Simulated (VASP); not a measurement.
# H4C in VASP: further runs, part 2 of 2

VASP 6.6.1.

**3. Single point, PBE+D3(BJ)**

File INCAR:

```
ALGO = Normal
EDIFF = 1E-6
ENCUT = 520
GGA = PE
ISIF = 2
ISMEAR = -1
IVDW = 12
LASPH = T
LCHARG = T
LELF = T
LREAL = Auto
LVHAR = T
LWAVE = F
NBANDS = 58
NELM = 80
PREC = Accurate
SIGMA = 0.05
```

File KPOINTS:

```
k-points
0
Gamma
  1 1 1
```

File POSCAR:

```
H4C
1.0
    7.9581140000      0.0000000000      0.0000000000
    0.0000000000      7.9581140000      0.0000000000
    0.0000000000      0.0000000000      7.9581140000
C H
8 32
Direct
    0.3264592591      0.7175569488      0.7287782005
    0.9000625022      0.0615221144      0.7116510269
    0.6011474578      0.7720547858      0.0408765192
    0.4431828948      0.4759670445      0.3427068273
    0.1969939109      0.9221029003      0.1536419307
    0.8490956526      0.5626584389      0.7068508946
    0.4879422436      0.2667591844      0.8795048676
    0.7113117505      0.0850327100      0.3009381369
    0.2527734586      0.6086241037      0.6889069445
    0.4370759202      0.6648183225      0.7856384063
    0.2541305641      0.7869326828      0.8277212415
    0.3562778819      0.8032305142      0.6191542368
    0.9188986235      0.1342529147      0.8230216355
    0.8148538712     -0.0447593488      0.7455786635
    1.0148761377      0.0172151341      0.6540494394
    0.8257861096      0.1303198220      0.6135373281
    0.7371595833      0.7564355072      0.0493709942
    0.5494769238      0.8216645301      0.1545466677
    0.5570415302      0.6438585826      0.0318668468
    0.5621181099      0.8590980225     -0.0578403375
    0.4574073706      0.3630257119      0.4233163787
    0.4006476911      0.4263321687      0.2276041786
    0.5643045576      0.5342346189      0.3362480105
    0.3612916327      0.5712157428      0.3835079518
    0.1767881184      0.7852488668      0.1201415310
    0.2762966200      0.9472470487      0.2637308287
    0.0737360636      0.9707073812      0.1805829874
    0.2402579305      0.9984903458      0.0352596105
    0.7325856352      0.5401656724      0.6463968724
    0.8307495972      0.4974419819      0.8295181497
    0.8776199989      0.6950390507      0.7261896474
    0.9649648145      0.5069668517      0.6432177272
    0.5968499572      0.3523070919      0.8835384866
    0.4699354646      0.2032391092      1.0073869261
    0.5186279061      0.1807840400      0.7796696554
    0.3702133445      0.3410607086      0.8321946632
    0.7814414320      0.2015050300      0.3296384043
    0.7567370862     -0.0165114498      0.3784690694
    0.7402005048      0.0520977709      0.1622369320
    0.5788306124      0.1075254765      0.3187689948
```

Potentials or basis: VASP PAW PBE potentials, release 64 (C, H).

Started as:

```sh
$ cat potpaw_PBE.64/C/POTCAR potpaw_PBE.64/H/POTCAR > POTCAR
$ mpirun -np 1 vasp_gam > vasp.out
```

OUTCAR:

```text
EDIFF = 1E-6
   ENCUT = 520
   GGA = PE
   ISIF = 2
   ISMEAR = -1
   IVDW = 12
   LASPH = T
   LREAL = Auto
   NELM = 80
   PREC = Accurate
 IVDW          = 12

 ion  position               nearest neighbor table
   1  0.326  0.718  0.729-  10 1.08   9 1.09  11 1.12  12 1.13
   2  0.900  0.062  0.712-  13 1.07  15 1.08  14 1.12  16 1.12
   3  0.601  0.772  0.041-  18 1.07  19 1.08  17 1.09  20 1.09
   4  0.443  0.476  0.343-  24 1.05  22 1.05  23 1.07  21 1.11
   5  0.197  0.922  0.154-  27 1.08  26 1.10  25 1.13  28 1.17
   6  0.849  0.563  0.707-  29 1.06  31 1.09  30 1.12  32 1.14
   7  0.488  0.267  0.880-  35 1.08  33 1.10  34 1.15  36 1.17
   8  0.711  0.085  0.301-  40 1.08  38 1.08  37 1.11  39 1.16
   9  0.253  0.609  0.689-   1 1.09
  10  0.437  0.665  0.786-   1 1.08
  11  0.254  0.787  0.828-   1 1.12
  12  0.356  0.803  0.619-   1 1.13
  13  0.919  0.134  0.823-   2 1.07
  14  0.815  0.955  0.746-   2 1.12
[... 24 lines left out ...]
  39  0.740  0.052  0.162-   8 1.16
  40  0.579  0.108  0.319-   8 1.08

  LATTYP: Found a simple cubic cell.
 ALAT       =     7.9581140000

  Lattice vectors:

[... 236 lines left out ...]

 k-point     1 :       0.0000    0.0000    0.0000
  band No.  band energies     occupation
      1     -15.3192      2.00000
      2     -15.0755      2.00000
      3     -14.9571      2.00000
      4     -14.9404      2.00000
      5     -14.8302      2.00000
      6     -14.7835      2.00000
[... 36 lines left out ...]
     43       3.8380      0.00000
     44       3.9139      0.00000
 [bands above 44 left out]

------------------------ aborting loop because EDIFF is reached ----------------------------------------

 Edisp (eV)   -1.07560

 E8    (eV) :    -0.2249

  FORCE on cell =-STRESS in cart. coord.  units (eV):
  Direction    XX          YY          ZZ          XY          YZ          ZX
  --------------------------------------------------------------------------------------
  -------------------------------------------------------------------------------------
  Total       1.09711    -1.81284    -2.18451     0.13731     5.10338     2.05821
  in kB       3.48763    -5.76287    -6.94439     0.43651    16.22326     6.54289
  external pressure =       -3.07 kB  Pullay stress =        0.00 kB

 VOLUME and BASIS-vectors are now :
 -----------------------------------------------------------------------------
  energy-cutoff  :      520.00
  volume of cell :      504.00
      direct lattice vectors                 reciprocal lattice vectors
     7.958114000  0.000000000  0.000000000     0.125657913  0.000000000  0.000000000
     0.000000000  7.958114000  0.000000000     0.000000000  0.125657913  0.000000000
     0.000000000  0.000000000  7.958114000     0.000000000  0.000000000  0.125657913

 POSITION                                       TOTAL-FORCE (eV/Angst)
 -----------------------------------------------------------------------------------
      2.59800      5.71040      5.79970        -0.778074      0.765051     -0.299841
      7.16280      0.48960      5.66340        -1.898595     -0.587787     -1.041197
      4.78400      6.14410      0.32530         0.449235     -0.204529      0.004415
      3.52690      3.78780      2.72730         0.954298     -1.358405      0.917141
      1.56770      7.33820      1.22270         0.126228      0.250587     -1.901197
      6.75720      4.47770      5.62520         1.985636     -0.872319      0.938515
[... 32 lines left out ...]
      5.89060      0.41460      1.29110        -0.507011      0.402528      1.603683
      4.60640      0.85570      2.53680        -0.511786     -0.032389      0.006627
 -----------------------------------------------------------------------------------
    total drift:                                0.000560      0.005967      0.008719

  FREE ENERGIE OF THE ION-ELECTRON SYSTEM (eV)
  ---------------------------------------------------
  free  energy   TOTEN  =      -192.2127350820 eV

  energy  without entropy=     -192.2127350820  energy(sigma->0) =     -192.21273508
```

It took 61 s on 1 thread of AMD EPYC 7R13 (Zen 3), shared host; peak memory 0.42 GiB.

What came out:

```yaml
Free_energy: -192.2127 eV
Pressure: -0.3 GPa
Largest_force: 2.363 eV/Å
Band_gap_on_the_k_mesh: 6.73 eV
Dispersion_energy_per_atom: -0.027 eV
```

Forces in eV/Å, atoms in the order of the input:
```
C   -0.778  0.765 -0.300
C   -1.899 -0.588 -1.041
C    0.449 -0.205  0.004
C    0.954 -1.358  0.917
C    0.126  0.251 -1.901
C    1.986 -0.872  0.939
C   -1.214  1.018  0.431
C    1.140  0.378 -2.010
H   -0.269  0.143 -0.300
H    0.639  0.102  0.086
H    0.406 -0.313 -0.635
H   -0.183 -0.720  0.850
H    0.310  0.626  0.530
H    0.635  0.253 -0.078
H    0.422 -0.205  0.024
H    0.620 -0.001  0.712
H    0.227  0.495  0.031
H   -0.056  0.271  0.891
H   -0.581 -0.264 -0.525
H    0.153 -0.378 -0.292
H   -0.366  0.656  0.312
H   -0.242 -0.208 -1.603
H    0.887  0.180 -0.453
H   -1.263  0.719  0.878
H    0.611  0.995  0.375
H    0.147 -0.316 -0.275
H   -0.723  0.302  0.270
H   -0.265 -1.177  1.629
H   -0.811  0.025 -1.169
H    0.480  0.405 -0.249
H   -0.285  0.111  0.085
H   -1.341  0.237  0.337
H   -0.309  0.067  0.267
H    0.039  0.611 -1.445
H    0.013 -0.847 -0.243
H    1.445 -0.918  0.974
H   -0.158 -0.233  0.051
H    0.070 -0.377  0.316
H   -0.507  0.403  1.604
H   -0.512 -0.032  0.007
```

Stress tensor (GPa, compression positive):
```
 0.35  0.04  0.65
 0.04 -0.58  1.62
 0.65  1.62 -0.69
```

Levels at points of the mesh, in eV from the valence-band top:
| k point | band 30 | band 31 | band 32 | band 33 | band 34 | band 35 |
| --- | --- | --- | --- | --- | --- | --- |
| (0.00, 0.00, 0.00) | -0.35 | -0.29 | 0.00 | 6.73 | 8.54 | 8.89 |

Caveat: the k points lie up to 0.79 Å⁻¹ apart.
